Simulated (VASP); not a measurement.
# SiC (F-43m) in VASP: a series of runs

Runs on SiC. Level: PBE. Tasks: single point.

Program: VASP 6.6.1. These are calculated values, not measurements. Logs are shortened: lines on timing, memory, paths and dates and some standing lists are left out, and cuts for length are marked.

### 1 The cell of the first run

Symmetry: F-43m, No. 216, cubic system. The conventional cell has a = 4.177 Å, b = 4.177 Å, c = 4.177 Å, α = 90.00°, β = 90.00°, γ = 90.00°. Si (site symmetry -43m) has 4 C at 1.81 Å within 2.4 Å. Within 2.4 Å of C (site symmetry -43m) lie 4 Si at 1.81 Å.

### 2 Single point, PBE

Contents of INCAR:

```
SYSTEM = SiC
PREC = Accurate
ENCUT = 600
EDIFF = 1E-6
ISMEAR = 0
SIGMA = 0.01
LREAL = .False.
LASPH = .True.
NELM = 120
ALGO = Normal
ISIF = 2
LWAVE = .False.
LCHARG = .True.
GGA = PE
LELF = .True.
LVHAR = .True.
NBANDS = 11
GGA_COMPAT = .False.
```

Contents of KPOINTS:

```
regular mesh
0
Gamma
  9 9 9
  0 0 0
```

Contents of POSCAR:

```
SiC
1.0
    0.0000000000      2.0882633161      2.0882633161
    2.0882633161      0.0000000000      2.0882633161
    2.0882633161      2.0882633161      0.0000000000
Si C
1 1
Direct
    0.0000000000      0.0000000000      0.0000000000
    0.2500000000      0.2500000000      0.2500000000
```

Potentials or basis: VASP PAW PBE potentials, release 64 (Si, C).

The run is started by

```console
$ cat potpaw_PBE.64/Si/POTCAR potpaw_PBE.64/C/POTCAR > POTCAR
$ mpirun -np 1 vasp_std > vasp.out
```

OUTCAR:

```text
SYSTEM = SiC
   PREC = Accurate
   ENCUT = 600
   EDIFF = 1E-6
   ISMEAR = 0
   LREAL = .False.
   LASPH = .True.
   NELM = 120
   ISIF = 2
   GGA = PE

 ion  position               nearest neighbor table
   1  0.000  0.000  0.000-   2 1.81   2 1.81   2 1.81   2 1.81
   2  0.250  0.250  0.250-   1 1.81   1 1.81   1 1.81   1 1.81

  LATTYP: Found a face centered cubic cell.
 ALAT       =     4.1765266322

  Lattice vectors:

 A1 = (   0.0000000000,   2.0882633161,   2.0882633161)
 A2 = (   2.0882633161,   0.0000000000,   2.0882633161)
 A3 = (   2.0882633161,   2.0882633161,   0.0000000000)

Analysis of symmetry for initial positions (statically):
=====================================================================
 Subroutine PRICEL returns:
 Original cell was already a primitive cell.

 Routine SETGRP: Setting up the symmetry group for a
 face centered cubic supercell.

 Subroutine GETGRP returns: Found 24 space group operations
 (whereof 24 operations were pure point group operations)
 out of a pool of 48 trial point group operations.

The static configuration has the point symmetry T_d .

Analysis of symmetry for dynamics (positions and initial velocities):
=====================================================================
 Subroutine PRICEL returns:
 Original cell was already a primitive cell.

 Routine SETGRP: Setting up the symmetry group for a
 face centered cubic supercell.

 Subroutine GETGRP returns: Found 24 space group operations
 (whereof 24 operations were pure point group operations)
 out of a pool of 48 trial point group operations.

The dynamic configuration has the point symmetry T_d .

 Subroutine INISYM returns: Found 24 space group operations
 (whereof 24 operations are pure point group operations),
 and found     1 'primitive' translations

----------------------------------------------------------------------------------------

                                     Primitive cell

  volume of cell :      18.2132

  direct lattice vectors                    reciprocal lattice vectors
     0.000000000  2.088263316  2.088263316    -0.239433407  0.239433407  0.239433407
     2.088263316  0.000000000  2.088263316     0.239433407 -0.239433407  0.239433407
     2.088263316  2.088263316  0.000000000     0.239433407  0.239433407 -0.239433407

  length of vectors
     2.953250303  2.953250303  2.953250303     0.414710826  0.414710826  0.414710826

  position of ions in fractional coordinates (direct lattice)
     0.000000000  0.000000000  0.000000000
     0.250000000  0.250000000  0.250000000

  ion indices of the primitive-cell ions
   primitive index   ion index
                 1           1
                 2           2

----------------------------------------------------------------------------------------

 KPOINTS: regular mesh

Automatic generation of k-mesh.
 Grid dimensions read from file:
 generate k-points for:    9    9    9

 Generating k-lattice:

  Cartesian coordinates                     Fractional coordinates (reciprocal lattice)
    -0.026603712  0.026603712  0.026603712     0.111111111  0.000000000  0.000000000
     0.026603712 -0.026603712  0.026603712     0.000000000  0.111111111  0.000000000
     0.026603712  0.026603712 -0.026603712     0.000000000  0.000000000  0.111111111

  Length of vectors
     0.046078981  0.046078981  0.046078981

  Shift w.r.t. Gamma in fractional coordinates (k-lattice)
     0.000000000  0.000000000  0.000000000

 Subroutine IBZKPT returns following result:
 ===========================================

 Found     35 irreducible k-points:

 Following reciprocal coordinates:
            Coordinates               Weight
  0.000000  0.000000  0.000000      1.000000
  0.111111  0.000000  0.000000      8.000000
  0.222222  0.000000  0.000000      8.000000
  0.333333  0.000000  0.000000      8.000000
  0.444444  0.000000  0.000000      8.000000
  0.111111  0.111111  0.000000      6.000000
[... 16 lines left out ...]
 -0.333333  0.333333  0.000000     12.000000
  0.444444  0.444444  0.000000      6.000000
 [... further k-points ...]
   k-points           NKPTS =     35   k-points in BZ     NKDIM =     35   number of bands    NBANDS=     11
   number of dos      NEDOS =    301   number of ions     NIONS =      2
   total plane-waves  NPLWV =  13824
   dimension x,y,z NGX =    24 NGY =   24 NGZ =   24
   dimension x,y,z NGXF=    48 NGYF=   48 NGZF=   48
   ions per type =               1   1
   NGX,Y,Z   is equivalent  to a cutoff of  13.51, 13.51, 13.51 a.u.
   NGXF,Y,Z  is equivalent  to a cutoff of  27.02, 27.02, 27.02 a.u.
 SYSTEM =  SiC
   PREC   = accura    normal or accurate (medium, high low for compatibility)
   ISTART =      0    job   : 0-new  1-cont  2-samecut
   ICHARG =      2    charge: 1-file 2-atom 10-const
   ISPIN  =      1    spin polarized calculation?
   LNONCOLLINEAR =      F non collinear calculations
   LSORBIT =      F    spin-orbit coupling
   LASPH  =      T    aspherical Exc in radial PAW
   ENCUT  =  600.0 eV  44.10 Ry    6.64 a.u.   5.90  5.90  5.90*2*pi/ulx,y,z
   NELM   =    120;   NELMIN=  2; NELMDL= -5     # of ELM steps
   EDIFF  = 0.1E-05   stopping-criterion for ELM
   LREAL  =      F    real-space projection
   EDIFFG = 0.1E-04   stopping-criterion for IOM
   NSW    =      0    number of steps for IOM
   IBRION =     -1    ionic relax: 0-MD 1-quasi-New 2-CG
   NFREE  =      0    steps in history (QN), initial steepest desc. (CG)
   ISIF   =      2    stress and relaxation
   ISYM   =      2    0-nonsym 1-usesym 2-fastsym
   POTIM  = 0.5000    time-step for ionic-motion
   TEBEG  =    0.0;   TEEND  =   0.0 temperature during run
   PSTRESS=    0.0 pullay stress
   NELECT =       8.0000    total number of electrons
   NUPDOWN=      -1.0000    fix difference up-down
   EMIN   =  10.00;   EMAX   =-10.00  energy-range for DOS
   EFERMI =   0.00;   METHOD = LEGACY
   ISMEAR =     0;   SIGMA  =   0.01  broadening in eV -4-tet -1-fermi 0-gaus
   EFERMI_NEDOS =   21; number of points for ismear=-14 and -15
   IALGO  =     38    algorithm
   IMIX   =      4    mixing-type and parameters
     AMIX     =   0.40;   BMIX     =  1.00
     AMIX_MAG =   1.60;   BMIX_MAG =  1.00
  volume/ion in A,a.u.               =       9.11        61.45
  Fermi-wavevector in a.u.,A,eV,Ry     =   1.244447  2.351663 21.070623  1.548647
  Thomas-Fermi vector in A             =   2.378713
   LORBIT       =      0    0 simple, 1 ext, 2 COOP (PROOUT), +10 PAW based schemes
   GGA     = PE    functional components
   LHFCALC =     F    Hartree Fock is set to
   AEXX    =    0.0000 exact exchange contribution
   IVDW    =     0    specifies the selected vdW correction
   LEPSILON=     F    determine dielectric tensor
   LRPA    =     F    only Hartree local field effects (RPA)
 non-spin polarized calculation
 Gauss-broadening in eV      SIGMA  =   0.01
  energy-cutoff  :      600.00
  volume of cell :       18.21
 maximum number of plane-waves:       620
   NGX = 11   NGY = 11   NGZ = 11

 number of electron       8.0000000 magnetization

 Free energy of the ion-electron system (eV)
  ---------------------------------------------------
  ext. energy  EPLUGINS =         0.00000000
  ---------------------------------------------------
  free energy    TOTEN  =       -14.75329784 eV

  energy without entropy =      -14.75329784  energy(sigma->0) =      -14.75329784

 E-fermi :   9.7187     XC(G=0): -11.9223

 val. band max:        9.6025275798   @ k =   0.0000   0.0000   0.0000
 cond. band min:      10.9965758887   @ k =   0.4444   0.4444   0.0000
 fundamental gap:      1.3940483089
 Fermi energy:         9.7187253274

 k-point     1 :       0.0000    0.0000    0.0000
  band No.  band energies     occupation
      1      -6.8367      2.00000
      2       9.6025      2.00000
      3       9.6025      2.00000
      4       9.6025      2.00000
      5      17.3519      0.00000
      6      17.8589      0.00000
      7      17.8589      0.00000
      8      17.8589      0.00000
      9      24.8888      0.00000
     10      24.8888      0.00000
     11      27.9384      0.00000

 k-point     2 :       0.1111    0.0000    0.0000
  band No.  band energies     occupation
      1      -6.5704      2.00000
      2       8.3596      2.00000
      3       9.4377      2.00000
      4       9.4377      2.00000
      5      17.3254      0.00000
      6      18.1706      0.00000
      7      18.1706      0.00000
      8      18.5076      0.00000
      9      23.6898      0.00000
     10      23.6898      0.00000
     11      26.8747      0.00000

 k-point     3 :       0.2222    0.0000    0.0000
  band No.  band energies     occupation
      1      -5.7843      2.00000
      2       5.7761      2.00000
      3       9.0784      2.00000
      4       9.0784      2.00000
      5      16.8628      0.00000
      6      18.4230      0.00000
      7      18.4230      0.00000
      8      19.8771      0.00000
      9      23.2265      0.00000
     10      23.2265      0.00000
     11      26.0035      0.00000

 k-point     4 :       0.3333    0.0000    0.0000
  band No.  band energies     occupation
      1      -4.5362      2.00000
      2       3.0219      2.00000
      3       8.7428      2.00000
      4       8.7428      2.00000
      5      16.4613      0.00000
      6      17.9162      0.00000
      7      17.9162      0.00000
      8      20.4636      0.00000
      9      24.8605      0.00000
     10      24.8605      0.00000
     11      26.3188      0.00000
[... 239 lines left out ...]
 k-point    22 :      -0.4444    0.3333    0.0000
  band No.  band energies     occupation
      1      -1.4720      2.00000
      2       2.0553      2.00000
      3       4.0684      2.00000
      4       6.7590      2.00000
      5      12.6990      0.00000
      6      17.5555      0.00000
      7      22.5808      0.00000
      8      23.1109      0.00000
      9      24.9486      0.00000
     10      27.7286      0.00000
     11      33.7254      0.00000

 k-point    23 :      -0.3333    0.3333    0.0000
  band No.  band energies     occupation
      1      -1.5972      2.00000
      2       2.2405      2.00000
      3       3.3754      2.00000
      4       7.2924      2.00000
      5      13.6206      0.00000
      6      19.6929      0.00000
      7      21.3602      0.00000
      8      22.6383      0.00000
      9      23.9995      0.00000
     10      25.1293      0.00000
     11      33.4499      0.00000

 k-point    24 :       0.4444    0.4444    0.0000
  band No.  band energies     occupation
      1      -1.7415      2.00000
      2       1.9937      2.00000
      3       6.2451      2.00000
      4       6.2451      2.00000
      5      10.9966      0.00000
      6      14.4969      0.00000
      7      24.8828      0.00000
      8      24.8828      0.00000
      9      25.9683      0.00000
     10      30.5753      0.00000
     11      34.0283      0.00000

 [... further k-points ...]

------------------------ aborting loop because EDIFF is reached ----------------------------------------

  FORCE on cell =-STRESS in cart. coord.  units (eV):
  Direction    XX          YY          ZZ          XY          YZ          ZX
  --------------------------------------------------------------------------------------
  -------------------------------------------------------------------------------------
  Total        4.5031081      4.5031081      4.5031081     -0.0000000      0.0000000     -0.0000000
  in kB      396.1294988    396.1294988    396.1294988     -0.0000000      0.0000000     -0.0000000
  external PRESSURE =     396.1294988 kB  Pullay stress =       0.0000000 kB

 VOLUME and BASIS-vectors are now :
 -----------------------------------------------------------------------------
  energy-cutoff  :      600.00
  volume of cell :       18.21
      direct lattice vectors                 reciprocal lattice vectors
     0.000000000  2.088263316  2.088263316    -0.239433407  0.239433407  0.239433407
     2.088263316  0.000000000  2.088263316     0.239433407 -0.239433407  0.239433407
     2.088263316  2.088263316  0.000000000     0.239433407  0.239433407 -0.239433407

 POSITION                                       TOTAL-FORCE (eV/Angst)
 -----------------------------------------------------------------------------------
      0.00000      0.00000      0.00000        -0.000000     -0.000000     -0.000000
      1.04413      1.04413      1.04413         0.000000      0.000000      0.000000
 -----------------------------------------------------------------------------------
    total drift:                                0.000000      0.000000      0.000000

  FREE ENERGIE OF THE ION-ELECTRON SYSTEM (eV)
  ---------------------------------------------------
  free  energy   TOTEN  =       -14.7532978439 eV

  energy  without entropy=      -14.7532978439  energy(sigma->0) =      -14.75329784
```

It took 8.2 s on 1 thread of Intel Xeon 8259CL, shared host; peak memory 0.13 GiB.

Results:

| Quantity | Value |
| --- | --- |
| Free energy | -14.7533 eV |
| Pressure | 39.6 GPa |
| Band gap on the k mesh | 1.39 eV (least direct gap 4.75 eV) |

Levels at points of the mesh, in eV from the valence-band top:
| k point | band 1 | band 2 | band 3 | band 4 | band 5 | band 6 | band 7 | band 8 | band 9 |
| --- | --- | --- | --- | --- | --- | --- | --- | --- | --- |
| (0.00, 0.00, 0.00) | -16.44 | 0.00 | 0.00 | 0.00 | 7.75 | 8.26 | 8.26 | 8.26 | 15.29 |

Caveat: the cell stands under pressure; an odd mesh through Γ misses points on the zone boundary, where band edges can lie.

### 3 Single point, PBE

This run uses another cell than the first one, of 8.65 Å³/atom.

Contents of INCAR:

```
PREC     = Accurate       # precision mode
ENCUT    = 600            # plane-wave cutoff, eV
EDIFF    = 1E-6           # SCF threshold, eV
ISMEAR   = 0              # smearing method
SIGMA    = 0.01           # smearing width, eV
LREAL    = False          # projectors in reciprocal space
LASPH    = True           # aspherical terms in the spheres
NELM     = 120            # most SCF steps
ALGO     = Normal         # electronic algorithm
ISIF     = 2              # what is computed and relaxed
LWAVE    = False          # write WAVECAR
LCHARG   = False          # write CHGCAR
GGA      = PE             # functional
NBANDS   = 11             # bands
GGA_COMPAT= False
```

Contents of KPOINTS:

```
regular mesh
0
Gamma
  9 9 9
```

Contents of POSCAR:

```
SiC
1.0
    0.0000000000      2.0526300491      2.0526300491
    2.0526300491      0.0000000000      2.0526300491
    2.0526300491      2.0526300491      0.0000000000
Si C
1 1
Direct
    0.0000000000      0.0000000000      0.0000000000
    0.2500000000      0.2500000000      0.2500000000
```

Potentials or basis: VASP PAW PBE potentials, release 64 (Si, C).

The run is started by

```console
$ cat potpaw_PBE.64/Si/POTCAR potpaw_PBE.64/C/POTCAR > POTCAR
$ mpirun -np 1 vasp_std > vasp.out
```

Run time: 5.6 s. Hardware: 1 thread of Intel Xeon 8259CL, shared host; peak memory 0.14 GiB.

The run converged. Its results:

```
Free energy            : -14.4705 eV
Pressure               : 59.6 GPa
Band gap on the k mesh : 1.34 eV (least direct gap 4.80 eV)
```

Levels at points of the mesh, in eV from the valence-band top:
```tsv
k point	band 1	band 2	band 3	band 4	band 5	band 6	band 7	band 8	band 9
(0.00, 0.00, 0.00)	-16.88	0.00	0.00	0.00	8.37	8.68	8.68	8.68	15.62
```

Caveat: the cell stands under pressure; an odd mesh through Γ misses points on the zone boundary, where band edges can lie.
